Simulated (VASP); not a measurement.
# MoS2 in VASP: settings compared

MoS2 is run at these levels: RPBE+D3(BJ), PBE+D3(BJ), PBEsol+D3(BJ); tasks: single point.

Program: VASP 6.6.1. These are calculated values, not measurements. Logs are shortened: lines on timing, memory, paths and dates and some standing lists are left out, and cuts for length are marked.

### 1 The cell of the first run

The cell holds a slab with vacuum, 6 atoms: a = 3.185 Å, b = 3.185 Å, c = 21.671 Å, α = 90.00°, β = 90.00°, γ = 120.00°.

### 2 Single point, RPBE+D3(BJ)

File INCAR:

```
SYSTEM = MoS2
ALGO = Normal ; EDIFF = 1E-7
ENCUT = 520 ; GGA = RP
ISIF = 2 ; ISMEAR = -1
IVDW = 12 ; LASPH = .True.
LCHARG = .False. ; LREAL = .False.
LWAVE = .False. ; NBANDS = 35
NELM = 80 ; PREC = Accurate
SIGMA = 0.05
```

File KPOINTS:

```
k-points
0
Gamma
  10 10 2
  0 0 0
```

File POSCAR:

```
MoS2
1.0
    3.1845414560      0.0000000000      0.0000000000
   -1.5922707280      2.7578938003      0.0000000000
    0.0000000000      0.0000000000     21.6705347200
Mo S
2 4
Direct
    0.3333333333      0.6666666667      0.8511602300
    0.6666666667      0.3333333333      0.1488397700
    0.6666666667      0.3333333333      0.7796253900
    0.3333333333      0.6666666667      0.0772510000
    0.6666666667      0.3333333333      0.9227490000
    0.3333333333      0.6666666667      0.2203746100
```

Potentials or basis: VASP PAW PBE potentials, release 64 (Mo_sv, S).

Started as:

```sh
> cat potpaw_PBE.64/Mo_sv/POTCAR potpaw_PBE.64/S/POTCAR > POTCAR
> mpirun -np 1 vasp_std > vasp.out
```

OUTCAR:

```text
SYSTEM = MoS2
   EDIFF = 1E-7
   ENCUT = 520
   GGA = RP
   ISIF = 2
   ISMEAR = -1
   IVDW = 12
   LASPH = .True.
   LREAL = .False.
   NELM = 80
   PREC = Accurate
 IVDW          = 12

 ion  position               nearest neighbor table
   1  0.333  0.667  0.851-   3 2.40   3 2.40   3 2.40   5 2.41   5 2.41   5 2.41
   2  0.667  0.333  0.149-   6 2.40   6 2.40   6 2.40   4 2.41   4 2.41   4 2.41
   3  0.667  0.333  0.780-   1 2.40   1 2.40   1 2.40
   4  0.333  0.667  0.077-   2 2.41   2 2.41   2 2.41
   5  0.667  0.333  0.923-   1 2.41   1 2.41   1 2.41
   6  0.333  0.667  0.220-   2 2.40   2 2.40   2 2.40

  LATTYP: Found a hexagonal cell.
 ALAT       =     3.1845414560
 C/A-ratio  =     6.8049152506

  Lattice vectors:

 A1 = (   3.1845414560,   0.0000000000,   0.0000000000)
 A2 = (  -1.5922707280,   2.7578938003,   0.0000000000)
 A3 = (   0.0000000000,   0.0000000000,  21.6705347200)

Analysis of symmetry for initial positions (statically):
=====================================================================
 Subroutine PRICEL returns:
 Original cell was already a primitive cell.

 Routine SETGRP: Setting up the symmetry group for a
 hexagonal supercell.

 Subroutine GETGRP returns: Found 12 space group operations
 (whereof 12 operations were pure point group operations)
 out of a pool of 24 trial point group operations.

The static configuration has the point symmetry D_3d.

Analysis of symmetry for dynamics (positions and initial velocities):
=====================================================================
 Subroutine PRICEL returns:
 Original cell was already a primitive cell.

 Routine SETGRP: Setting up the symmetry group for a
 hexagonal supercell.

 Subroutine GETGRP returns: Found 12 space group operations
 (whereof 12 operations were pure point group operations)
 out of a pool of 24 trial point group operations.

The dynamic configuration has the point symmetry D_3d.

 Subroutine INISYM returns: Found 12 space group operations
 (whereof 12 operations are pure point group operations),
 and found     1 'primitive' translations

----------------------------------------------------------------------------------------

                                     Primitive cell

  volume of cell :     190.3242

  direct lattice vectors                    reciprocal lattice vectors
     3.184541456  0.000000000  0.000000000     0.314016952  0.181297771  0.000000000
    -1.592270728  2.757893800  0.000000000     0.000000000  0.362595543  0.000000000
     0.000000000  0.000000000 21.670534720     0.000000000  0.000000000  0.046145608

  length of vectors
     3.184541456  3.184541456 21.670534720     0.362595543  0.362595543  0.046145608

  position of ions in fractional coordinates (direct lattice)
     0.333333333  0.666666667  0.851160230
     0.666666667  0.333333333  0.148839770
     0.666666667  0.333333333  0.779625390
     0.333333333  0.666666667  0.077251000
     0.666666667  0.333333333  0.922749000
     0.333333333  0.666666667  0.220374610

  ion indices of the primitive-cell ions
   primitive index   ion index
                 1           1
                 2           2
                 3           3
                 4           4
                 5           5
                 6           6

----------------------------------------------------------------------------------------

 KPOINTS: k-points

Automatic generation of k-mesh.
 Grid dimensions read from file:
 generate k-points for:   10   10    2

 Generating k-lattice:

  Cartesian coordinates                     Fractional coordinates (reciprocal lattice)
     0.031401695  0.018129777  0.000000000     0.100000000  0.000000000  0.000000000
     0.000000000  0.036259554  0.000000000     0.000000000  0.100000000  0.000000000
     0.000000000  0.000000000  0.023072804     0.000000000  0.000000000  0.500000000

  Length of vectors
     0.036259554  0.036259554  0.023072804

  Shift w.r.t. Gamma in fractional coordinates (k-lattice)
     0.000000000  0.000000000  0.000000000

 Subroutine IBZKPT returns following result:
 ===========================================

 Found     28 irreducible k-points:

 Following reciprocal coordinates:
            Coordinates               Weight
  0.000000  0.000000  0.000000      1.000000
  0.100000  0.000000  0.000000      6.000000
  0.200000  0.000000  0.000000      6.000000
  0.300000 -0.000000  0.000000      6.000000
  0.400000 -0.000000  0.000000      6.000000
  0.500000 -0.000000  0.000000      3.000000
[... 16 lines left out ...]
  0.300000  0.100000  0.500000     12.000000
  0.400000  0.100000  0.500000     12.000000
 [... further k-points ...]
   k-points           NKPTS =     28   k-points in BZ     NKDIM =     28   number of bands    NBANDS=     35
   number of dos      NEDOS =    301   number of ions     NIONS =      6
   total plane-waves  NPLWV =  93312
   dimension x,y,z NGX =    24 NGY =   24 NGZ =  162
   dimension x,y,z NGXF=    48 NGYF=   48 NGZF=  324
   ions per type =               2   4
   NGX,Y,Z   is equivalent  to a cutoff of  12.53, 12.53, 12.43 a.u.
   NGXF,Y,Z  is equivalent  to a cutoff of  25.06, 25.06, 24.86 a.u.
 SYSTEM =  MoS2
   PREC   = accura    normal or accurate (medium, high low for compatibility)
   ISTART =      0    job   : 0-new  1-cont  2-samecut
   ICHARG =      2    charge: 1-file 2-atom 10-const
   ISPIN  =      1    spin polarized calculation?
   LNONCOLLINEAR =      F non collinear calculations
   LSORBIT =      F    spin-orbit coupling
   LASPH  =      T    aspherical Exc in radial PAW
   ENCUT  =  520.0 eV  38.22 Ry    6.18 a.u.   5.92  5.92 40.29*2*pi/ulx,y,z
   NELM   =     80;   NELMIN=  2; NELMDL= -5     # of ELM steps
   EDIFF  = 0.1E-06   stopping-criterion for ELM
   LREAL  =      F    real-space projection
   EDIFFG = 0.1E-05   stopping-criterion for IOM
   NSW    =      0    number of steps for IOM
   IBRION =     -1    ionic relax: 0-MD 1-quasi-New 2-CG
   NFREE  =      0    steps in history (QN), initial steepest desc. (CG)
   ISIF   =      2    stress and relaxation
   ISYM   =      2    0-nonsym 1-usesym 2-fastsym
   POTIM  = 0.5000    time-step for ionic-motion
   TEBEG  =    0.0;   TEEND  =   0.0 temperature during run
   PSTRESS=    0.0 pullay stress
   NELECT =      52.0000    total number of electrons
   NUPDOWN=      -1.0000    fix difference up-down
   EMIN   =  10.00;   EMAX   =-10.00  energy-range for DOS
   EFERMI =   0.00;   METHOD = LEGACY
   ISMEAR =    -1;   SIGMA  =   0.05  broadening in eV -4-tet -1-fermi 0-gaus
   EFERMI_NEDOS =   21; number of points for ismear=-14 and -15
   IALGO  =     38    algorithm
   IMIX   =      4    mixing-type and parameters
     AMIX     =   0.40;   BMIX     =  1.00
     AMIX_MAG =   1.60;   BMIX_MAG =  1.00
  volume/ion in A,a.u.               =      31.72       214.06
  Fermi-wavevector in a.u.,A,eV,Ry     =   1.062294  2.007444 15.353737  1.128468
  Thomas-Fermi vector in A             =   2.197739
   LORBIT       =      0    0 simple, 1 ext, 2 COOP (PROOUT), +10 PAW based schemes
   GGA     = RP    functional components
   LHFCALC =     F    Hartree Fock is set to
   AEXX    =    0.0000 exact exchange contribution
   IVDW    =    12    specifies the selected vdW correction
   LEPSILON=     F    determine dielectric tensor
   LRPA    =     F    only Hartree local field effects (RPA)
 non-spin polarized calculation
  energy-cutoff  :      520.00
  volume of cell :      190.32
 maximum number of plane-waves:      5172
 NGX is ok and might be reduce to    24
   NGX = 11   NGY = 11   NGZ = 81

 number of electron      51.9999999 magnetization

 Free energy of the ion-electron system (eV)
  ---------------------------------------------------
  ext. energy  EPLUGINS =         0.00000000
  ---------------------------------------------------
  free energy    TOTEN  =       -41.21190140 eV

  energy without entropy =      -41.21190132  energy(sigma->0) =      -41.21190136

 E-fermi :   2.3515     XC(G=0):  -6.5551

 val. band max:        1.7005446963   @ k =   0.0000   0.0000   0.0000
 cond. band min:       3.1133109931   @ k =   0.3000   0.3000   0.0000
 fundamental gap:      1.4127662967
 Fermi energy:         2.3514528653

 k-point     1 :       0.0000    0.0000    0.0000
  band No.  band energies     occupation
      1     -59.5339      2.00000
      2     -59.5339      2.00000
      3     -33.6713      2.00000
      4     -33.6712      2.00000
      5     -33.4762      2.00000
      6     -33.4762      2.00000
[... 27 lines left out ...]
     34       4.3939      0.00000
     35       6.5530      0.00000

 k-point     2 :       0.1000    0.0000    0.0000
  band No.  band energies     occupation
      1     -59.5304      2.00000
      2     -59.5304      2.00000
      3     -33.6641      2.00000
      4     -33.6641      2.00000
      5     -33.5125      2.00000
      6     -33.5125      2.00000
[... 27 lines left out ...]
     34       4.3638      0.00000
     35       6.7731      0.00000

 k-point     3 :       0.2000    0.0000    0.0000
  band No.  band energies     occupation
      1     -59.5211      2.00000
      2     -59.5211      2.00000
      3     -33.6455      2.00000
      4     -33.6455      2.00000
      5     -33.6064      2.00000
      6     -33.6064      2.00000
[... 27 lines left out ...]
     34       4.9057      0.00000
     35       7.3418      0.00000
[... 723 lines left out ...]
 k-point    23 :       0.3000    0.1000    0.5000
  band No.  band energies     occupation
      1     -59.5031      2.00000
      2     -59.5031      2.00000
      3     -33.7685      2.00000
      4     -33.7685      2.00000
      5     -33.6094      2.00000
      6     -33.6094      2.00000
[... 27 lines left out ...]
     34       5.7671      0.00000
     35       8.7807      0.00000

 k-point    24 :       0.4000    0.1000    0.5000
  band No.  band energies     occupation
      1     -59.4967      2.00000
      2     -59.4967      2.00000
      3     -33.8270      2.00000
      4     -33.8270      2.00000
      5     -33.5964      2.00000
      6     -33.5964      2.00000
[... 27 lines left out ...]
     34       5.7276      0.00000
     35       7.8958      0.00000

 [... further k-points ...]

------------------------ aborting loop because EDIFF is reached ----------------------------------------

 Edisp (eV)  -10.93240

 E8    (eV) :    -6.9044

  FORCE on cell =-STRESS in cart. coord.  units (eV):
  Direction    XX          YY          ZZ          XY          YZ          ZX
  --------------------------------------------------------------------------------------
  -------------------------------------------------------------------------------------
  Total     -11.69973   -11.69973    -4.16433    -0.00000     0.00000    -0.00000
  in kB     -98.49004   -98.49004   -35.05591    -0.00000     0.00000    -0.00000
  external pressure =      -77.35 kB  Pullay stress =        0.00 kB

 VOLUME and BASIS-vectors are now :
 -----------------------------------------------------------------------------
  energy-cutoff  :      520.00
  volume of cell :      190.32
      direct lattice vectors                 reciprocal lattice vectors
     3.184541456  0.000000000  0.000000000     0.314016952  0.181297771  0.000000000
    -1.592270728  2.757893800  0.000000000     0.000000000  0.362595543  0.000000000
     0.000000000  0.000000000 21.670534720     0.000000000  0.000000000  0.046145608

 POSITION                                       TOTAL-FORCE (eV/Angst)
 -----------------------------------------------------------------------------------
     -0.00000      1.83860     18.44510         0.000000      0.000000      0.073228
      1.59227      0.91930      3.22544        -0.000000     -0.000000     -0.073228
      1.59227      0.91930     16.89490        -0.000000      0.000000      0.521574
     -0.00000      1.83860      1.67407         0.000000     -0.000000      0.408771
      1.59227      0.91930     19.99646        -0.000000      0.000000     -0.408771
     -0.00000      1.83860      4.77564         0.000000     -0.000000     -0.521574
 -----------------------------------------------------------------------------------
    total drift:                                0.000000     -0.000000      0.000000

  FREE ENERGIE OF THE ION-ELECTRON SYSTEM (eV)
  ---------------------------------------------------
  free  energy   TOTEN  =       -52.1443046929 eV

  energy  without entropy=      -52.1443046098  energy(sigma->0) =      -52.14430465
```

Wall time 5.1 min (1 thread of Intel Xeon 6975P-C, shared host); peak memory 0.38 GiB.

What came out:

| Item | Value |
| --- | --- |
| Free energy | -52.1443 eV |
| Largest force | 0.522 eV/Å |
| Band gap on the k mesh | 1.41 eV, indirect (least direct gap 1.89 eV) |
| Dispersion energy per atom | -1.822 eV |

Forces on the atoms (eV/Å):
```
Mo   0.000  0.000  0.073
Mo   0.000  0.000 -0.073
S    0.000  0.000  0.522
S    0.000  0.000  0.409
S    0.000  0.000 -0.409
S    0.000  0.000 -0.522
```

Levels at points of the mesh, in eV from the valence-band top:
```tsv
k point	band 24	band 25	band 26	band 27	band 28	band 29
(0.00, 0.00, 0.00)	-1.71	-0.46	0.00	2.39	2.39	2.40
(0.50, 0.00, 0.00)	-1.36	-1.01	-0.98	1.87	1.88	2.37
(0.00, 0.00, 0.50)	-1.71	-0.46	0.00	2.39	2.39	2.40
(0.50, 0.00, 0.50)	-1.36	-1.01	-0.98	1.87	1.88	2.37
```

Caveat: the PAW data sets were made with another functional, which shifts forces and pressure a little.

### 3 Single point, PBE+D3(BJ)

This run uses another cell than the first one, of 32.36 Å³/atom, 1.020 times its volume.

File INCAR:

```
SYSTEM = MoS2
PREC = Accurate
ENCUT = 520
EDIFF = 1E-7
ISMEAR = -1
SIGMA = 0.05
LREAL = .FALSE.
LASPH = .TRUE.
NELM = 80
ALGO = Normal
ISIF = 2
LWAVE = .FALSE.
LCHARG = .TRUE.
GGA = PE
IVDW = 12
LELF = .TRUE.
LVHAR = .TRUE.
NBANDS = 35
```

File KPOINTS:

```
regular mesh
0
G
  10 10 2
  0 0 0
```

POSCAR, as its differences from that of step 2:

```diff
@@ -2,5 +2,5 @@
 1.0
-    3.1845414560      0.0000000000      0.0000000000
-   -1.5922707280      2.7578938003      0.0000000000
-    0.0000000000      0.0000000000     21.6705347200
+    3.2056317491      0.0000000000      0.0000000000
+   -1.6028158746      2.7761585299      0.0000000000
+    0.0000000000      0.0000000000     21.8140523775
 Mo S
```

Potentials or basis: VASP PAW PBE potentials, release 64 (Mo_sv, S).

Started as:

```sh
> cat potpaw_PBE.64/Mo_sv/POTCAR potpaw_PBE.64/S/POTCAR > POTCAR
> mpirun -np 1 vasp_std > vasp.out
```

Wall time 4.5 min (1 thread of Intel Xeon 6975P-C, shared host); peak memory 0.39 GiB.

The run converged. Its results:

- Free energy: -45.7877 eV
- Largest force: 0.208 eV/Å
- Band gap on the k mesh: 1.37 eV, indirect (least direct gap 1.84 eV)
- Dispersion energy per atom: -0.350 eV

Forces in eV/Å, atoms in the order of the input:
```
Mo   0.000  0.000  0.057
Mo   0.000  0.000 -0.057
S    0.000  0.000  0.208
S    0.000  0.000  0.151
S    0.000  0.000 -0.151
S    0.000  0.000 -0.208
```

Levels at points of the mesh, in eV from the valence-band top:
| k point | band 22 | band 23 | band 24 | band 25 | band 26 | band 27 | band 28 | band 29 | band 30 | band 31 |
| --- | --- | --- | --- | --- | --- | --- | --- | --- | --- | --- |
| (0.00, 0.00, 0.00) | -1.87 | -1.87 | -1.68 | -0.45 | 0.00 | 2.34 | 2.34 | 2.35 | 2.35 | 2.58 |
| (0.50, 0.00, 0.00) | -2.16 | -1.40 | -1.35 | -0.99 | -0.96 | 1.81 | 1.82 | 2.29 | 2.36 | 3.33 |
| (0.00, 0.00, 0.50) | -1.87 | -1.87 | -1.68 | -0.45 | 0.00 | 2.34 | 2.34 | 2.35 | 2.35 | 2.58 |
| (0.50, 0.00, 0.50) | -2.16 | -1.40 | -1.35 | -0.99 | -0.96 | 1.81 | 1.82 | 2.29 | 2.36 | 3.33 |

### 4 Single point, RPBE+D3(BJ)

This run uses another cell than the first one, of 32.36 Å³/atom, 1.020 times its volume.

File INCAR:

```
SYSTEM = MoS2
ALGO = Normal
EDIFF = 1E-6
ENCUT = 520
GGA = RP
ISIF = 2
ISMEAR = -1
IVDW = 12
LASPH = .TRUE.
LCHARG = .FALSE.
LREAL = .FALSE.
LWAVE = .FALSE.
NBANDS = 35
NELM = 100
PREC = Accurate
SIGMA = 0.05
```

File KPOINTS:

```
k-points
0
G
  10 10 2
  0 0 0
```

POSCAR is that of step 3.

Potentials or basis: VASP PAW PBE potentials, release 64 (Mo_sv, S).

Started as:

```sh
> cat potpaw_PBE.64/Mo_sv/POTCAR potpaw_PBE.64/S/POTCAR > POTCAR
> mpirun -np 1 vasp_std > vasp.out
```

OUTCAR:

```text
SYSTEM = MoS2
   EDIFF = 1E-6
   ENCUT = 520
   GGA = RP
   ISIF = 2
   ISMEAR = -1
   IVDW = 12
   LASPH = .TRUE.
   LREAL = .FALSE.
   NELM = 100
   PREC = Accurate
 IVDW          = 12

 ion  position               nearest neighbor table
   1  0.333  0.667  0.851-   3 2.42   3 2.42   3 2.42   5 2.42   5 2.42   5 2.42
   2  0.667  0.333  0.149-   6 2.42   6 2.42   6 2.42   4 2.42   4 2.42   4 2.42
   3  0.667  0.333  0.780-   1 2.42   1 2.42   1 2.42
   4  0.333  0.667  0.077-   2 2.42   2 2.42   2 2.42
   5  0.667  0.333  0.923-   1 2.42   1 2.42   1 2.42
[... 1124 lines left out ...]
  -------------------------------------------------------------------------------------
  Total     -13.36453   -13.36453    -6.13409     0.00000     0.00000     0.00000
  in kB    -110.29857  -110.29857   -50.62516     0.00000     0.00000     0.00000
  external pressure =      -90.41 kB  Pullay stress =        0.00 kB

 VOLUME and BASIS-vectors are now :
 -----------------------------------------------------------------------------
  energy-cutoff  :      520.00
  volume of cell :      194.13
      direct lattice vectors                 reciprocal lattice vectors
     3.205631749  0.000000000  0.000000000     0.311950991  0.180104988  0.000000000
    -1.602815875  2.776158530  0.000000000     0.000000000  0.360209977  0.000000000
     0.000000000  0.000000000 21.814052378     0.000000000  0.000000000  0.045842010

 POSITION                                       TOTAL-FORCE (eV/Angst)
 -----------------------------------------------------------------------------------
     -0.00000      1.85077     18.56725         0.000000     -0.000000      0.069938
      1.60282      0.92539      3.24680        -0.000000      0.000000     -0.069938
      1.60282      0.92539     17.00679        -0.000000      0.000000      0.838488
     -0.00000      1.85077      1.68516        -0.000000      0.000000      0.730217
      1.60282      0.92539     20.12890         0.000000      0.000000     -0.730217
     -0.00000      1.85077      4.80726         0.000000     -0.000000     -0.838488
 -----------------------------------------------------------------------------------
    total drift:                                0.000000     -0.000000      0.000000

  FREE ENERGIE OF THE ION-ELECTRON SYSTEM (eV)
  ---------------------------------------------------
  free  energy   TOTEN  =       -51.9455625798 eV

  energy  without entropy=      -51.9455624692  energy(sigma->0) =      -51.94556252
```

Wall time 3.9 min (1 thread of Intel Xeon 6975P-C, shared host); peak memory 0.39 GiB.

Results:

| Property | Result |
| --- | --- |
| Free energy | -51.9456 eV |
| Largest force | 0.838 eV/Å |
| Band gap on the k mesh | 1.38 eV, indirect (least direct gap 1.84 eV) |
| Dispersion energy per atom | -1.784 eV |

Forces in eV/Å, atoms in the order of the input:
```
Mo   0.000  0.000  0.070
Mo   0.000  0.000 -0.070
S    0.000  0.000  0.838
S    0.000  0.000  0.730
S    0.000  0.000 -0.730
S    0.000  0.000 -0.838
```

Caveat: the PAW data sets were made with another functional, which shifts forces and pressure a little.

(Continued in part 2 of 2.)
